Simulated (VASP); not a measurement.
# TaN (P6/mmm) in VASP: single point with PBE

Aim: the single point of TaN with PBE.

Everything below comes from runs of VASP 6.6.1. Logs are shortened: lines on timing, memory, paths and dates and some standing lists are left out, and cuts for length are marked.

## 1. The cell of the first run

The structure is hexagonal, space group P6/mmm (No. 191). Conventional cell: a = 5.261 Å, b = 5.261 Å, c = 2.924 Å, α = 90.00°, β = 90.00°, γ = 120.00°. Within 3.5 Å of Ta (site symmetry 6/mmm) lie 6 N at 2.63 Å and 14 Ta at 2.92 to 3.37 Å. Within 2.8 Å of Ta (site symmetry -6m2) lie 6 N at 2.11 Å. Within 2.8 Å of N (site symmetry mmm) lie 6 Ta at 2.11 to 2.63 Å and 4 N at 2.63 Å.

## 2. Single point, PBE

Input file INCAR:

```
SYSTEM = TaN
ALGO     = Normal         ! electronic algorithm
EDIFF    = 1E-6           ! SCF threshold, eV
ENCUT    = 520            ! plane-wave cutoff, eV
GGA      = PE             ! functional
ISIF     = 2              ! what is computed and relaxed
ISMEAR   = -1             ! smearing method
LASPH    = .True.         ! aspherical terms in the spheres
LCHARG   = .False.        ! write CHGCAR
LREAL    = .False.        ! projectors in reciprocal space
LWAVE    = .False.        ! write WAVECAR
NBANDS   = 33             ! bands
NELM     = 100            ! most SCF steps
PREC     = Accurate       ! precision mode
SIGMA    = 0.1            ! smearing width, eV
```

Input file KPOINTS:

```
k-points
0
Gamma
  7 7 11
  0 0 0
```

Input file POSCAR:

```
TaN
1.0
    5.2610212696      0.0000000000      0.0000000000
   -2.6305106348      4.5561780693      0.0000000000
    0.0000000000      0.0000000000      2.9236568537
Ta N
3 3
Direct
    0.0000000000      0.0000000000      0.0000000000
    0.3333333333      0.6666666667      0.5000000000
    0.6666666667      0.3333333333      0.5000000000
    0.5000000000      0.0000000000      0.0000000000
    0.5000000000      0.5000000000      0.0000000000
    0.0000000000      0.5000000000      0.0000000000
```

Potentials or basis: VASP PAW PBE potentials, release 64 (Ta_pv, N).

Run with:

```
> cat potpaw_PBE.64/Ta_pv/POTCAR potpaw_PBE.64/N/POTCAR > POTCAR
> mpirun -np 1 vasp_std > vasp.out
```

OUTCAR:

```text
SYSTEM = TaN
   EDIFF = 1E-6
   ENCUT = 520
   GGA = PE
   ISIF = 2
   ISMEAR = -1
   LASPH = .True.
   LREAL = .False.
   NELM = 100
   PREC = Accurate

 ion  position               nearest neighbor table
   1  0.000  0.000  0.000-   5 2.63   6 2.63   6 2.63   5 2.63   4 2.63   4 2.63   3 3.37   3 3.37
                             2 3.37   2 3.37   2 3.37   3 3.37   2 3.37   3 3.37   2 3.37   3 3.37
   2  0.333  0.667  0.500-   4 2.11   4 2.11   6 2.11   6 2.11   5 2.11   5 2.11   3 3.04   3 3.04
                             3 3.04   1 3.37   1 3.37   1 3.37   1 3.37   1 3.37   1 3.37
   3  0.667  0.333  0.500-   4 2.11   4 2.11   6 2.11   6 2.11   5 2.11   5 2.11   2 3.04   2 3.04
                             2 3.04   1 3.37   1 3.37   1 3.37   1 3.37   1 3.37   1 3.37
   4  0.500  0.000  0.000-   2 2.11   3 2.11   2 2.11   3 2.11   1 2.63   1 2.63
   5  0.500  0.500  0.000-   2 2.11   3 2.11   2 2.11   3 2.11   1 2.63   1 2.63
   6  0.000  0.500  0.000-   2 2.11   3 2.11   2 2.11   3 2.11   1 2.63   1 2.63

  LATTYP: Found a hexagonal cell.
 ALAT       =     5.2610212696
 C/A-ratio  =     0.5557204018

  Lattice vectors:

 A1 = (   5.2610212696,   0.0000000000,   0.0000000000)
 A2 = (  -2.6305106348,   4.5561780693,   0.0000000000)
 A3 = (   0.0000000000,   0.0000000000,   2.9236568537)

Analysis of symmetry for initial positions (statically):
=====================================================================
 Subroutine PRICEL returns:
 Original cell was already a primitive cell.

 Routine SETGRP: Setting up the symmetry group for a
 hexagonal supercell.

 Subroutine GETGRP returns: Found 24 space group operations
 (whereof 24 operations were pure point group operations)
 out of a pool of 24 trial point group operations.

The static configuration has the point symmetry D_6h.

Analysis of symmetry for dynamics (positions and initial velocities):
=====================================================================
 Subroutine PRICEL returns:
 Original cell was already a primitive cell.

 Routine SETGRP: Setting up the symmetry group for a
 hexagonal supercell.

 Subroutine GETGRP returns: Found 24 space group operations
 (whereof 24 operations were pure point group operations)
 out of a pool of 24 trial point group operations.

The dynamic configuration has the point symmetry D_6h.

 Subroutine INISYM returns: Found 24 space group operations
 (whereof 24 operations are pure point group operations),
 and found     1 'primitive' translations

----------------------------------------------------------------------------------------

                                     Primitive cell

[... 104 lines left out ...]
   ISIF   =      2    stress and relaxation
   ISYM   =      2    0-nonsym 1-usesym 2-fastsym
   POTIM  = 0.5000    time-step for ionic-motion
   TEBEG  =    0.0;   TEEND  =   0.0 temperature during run
   PSTRESS=    0.0 pullay stress
   NELECT =      48.0000    total number of electrons
   NUPDOWN=      -1.0000    fix difference up-down
   EMIN   =  10.00;   EMAX   =-10.00  energy-range for DOS
   EFERMI =   0.00;   METHOD = LEGACY
   ISMEAR =    -1;   SIGMA  =   0.10  broadening in eV -4-tet -1-fermi 0-gaus
   EFERMI_NEDOS =   21; number of points for ismear=-14 and -15
   IALGO  =     38    algorithm
   IMIX   =      4    mixing-type and parameters
     AMIX     =   0.40;   BMIX     =  1.00
     AMIX_MAG =   1.60;   BMIX_MAG =  1.00
  volume/ion in A,a.u.               =      11.68        78.82
  Fermi-wavevector in a.u.,A,eV,Ry     =   1.443077  2.727020 28.333744  2.082471
  Thomas-Fermi vector in A             =   2.561525
   LORBIT       =      0    0 simple, 1 ext, 2 COOP (PROOUT), +10 PAW based schemes
   GGA     = PE    functional components
   LHFCALC =     F    Hartree Fock is set to
   AEXX    =    0.0000 exact exchange contribution
   IVDW    =     0    specifies the selected vdW correction
   LEPSILON=     F    determine dielectric tensor
   LRPA    =     F    only Hartree local field effects (RPA)
 non-spin polarized calculation
  energy-cutoff  :      520.00
  volume of cell :       70.08
 maximum number of plane-waves:      1913
 NGX is ok and might be reduce to    40
   NGX = 19   NGY = 19   NGZ = 11

 number of electron      48.0000003 magnetization

 Free energy of the ion-electron system (eV)
  ---------------------------------------------------
  ext. energy  EPLUGINS =         0.00000000
  ---------------------------------------------------
  free energy    TOTEN  =       -64.79799222 eV

  energy without entropy =      -64.75655130  energy(sigma->0) =      -64.77727176

 E-fermi :   7.8204     XC(G=0): -12.8680

 val. band max:        7.7965134808   @ k =   0.1429   0.0000   0.1818
 cond. band min:       7.8265344683   @ k =   0.0000   0.0000   0.2727
 fundamental gap:      0.0300209875
 Fermi energy:         7.8204212700

 k-point     1 :       0.0000    0.0000    0.0000
  band No.  band energies     occupation
      1     -28.3597      2.00000
      2     -28.3597      2.00000
      3     -28.0091      2.00000
      4     -28.0091      2.00000
      5     -27.7817      2.00000
      6     -27.6858      2.00000
[... 853 lines left out ...]
     32      11.1579      0.00000
     33      12.0389      0.00000

 [... further k-points ...]

------------------------ aborting loop because EDIFF is reached ----------------------------------------

  FORCE on cell =-STRESS in cart. coord.  units (eV):
  Direction    XX          YY          ZZ          XY          YZ          ZX
  --------------------------------------------------------------------------------------
  -------------------------------------------------------------------------------------
  Total        0.3321811      0.3321811      0.4409862      0.0000000      0.0000000     -0.0000000
  in kB        7.5943101      7.5943101     10.0818083      0.0000000      0.0000000     -0.0000000
  external PRESSURE =       8.4234762 kB  Pullay stress =       0.0000000 kB

 VOLUME and BASIS-vectors are now :
 -----------------------------------------------------------------------------
  energy-cutoff  :      520.00
  volume of cell :       70.08
      direct lattice vectors                 reciprocal lattice vectors
     5.261021270  0.000000000  0.000000000     0.190077163  0.109741102  0.000000000
    -2.630510635  4.556178069  0.000000000     0.000000000  0.219482203  0.000000000
     0.000000000  0.000000000  2.923656854     0.000000000  0.000000000  0.342037404

 POSITION                                       TOTAL-FORCE (eV/Angst)
 -----------------------------------------------------------------------------------
      0.00000      0.00000      0.00000         0.000000      0.000000     -0.000000
     -0.00000      3.03745      1.46183        -0.000000     -0.000000     -0.000000
      2.63051      1.51873      1.46183         0.000000      0.000000      0.000000
      2.63051      0.00000      0.00000         0.000000      0.000000     -0.000000
      1.31526      2.27809      0.00000         0.000000      0.000000     -0.000000
     -1.31526      2.27809      0.00000         0.000000      0.000000     -0.000000
 -----------------------------------------------------------------------------------
    total drift:                               -0.000000      0.000000     -0.000000

  FREE ENERGIE OF THE ION-ELECTRON SYSTEM (eV)
  ---------------------------------------------------
  free  energy   TOTEN  =       -64.7979922185 eV

  energy  without entropy=      -64.7565512998  energy(sigma->0) =      -64.77727176
```

stdout:

```text
POSCAR found type information on POSCAR TaN
 POSCAR found :  2 types and       6 ions
 scaLAPACK will be used
 LDA part: xc-table for (Slater+PW92), standard interpolation
 POSCAR, INCAR and KPOINTS ok, starting setup
 FFT: planning ... GRIDC
 FFT: planning ... GRID_SOFT
 FFT: planning ... GRID
 WAVECAR not read
 entering main loop
```

It took 78 s on 1 thread of Intel Xeon Platinum 8375C at 2.90GHz (Ice Lake), shared host; peak memory 0.24 GiB.

What came out:

- Free energy: -64.7980 eV
- Pressure: 0.8 GPa
- Band gap on the k mesh: zero (bands 24 and 25 overlap by 1.99 eV)

Stress tensor (GPa, compression positive):
```
0.76 0.00 0.00
0.00 0.76 0.00
0.00 0.00 1.01
```

Caveat: spin-orbit coupling is left out, which moves the levels of the heavy elements.
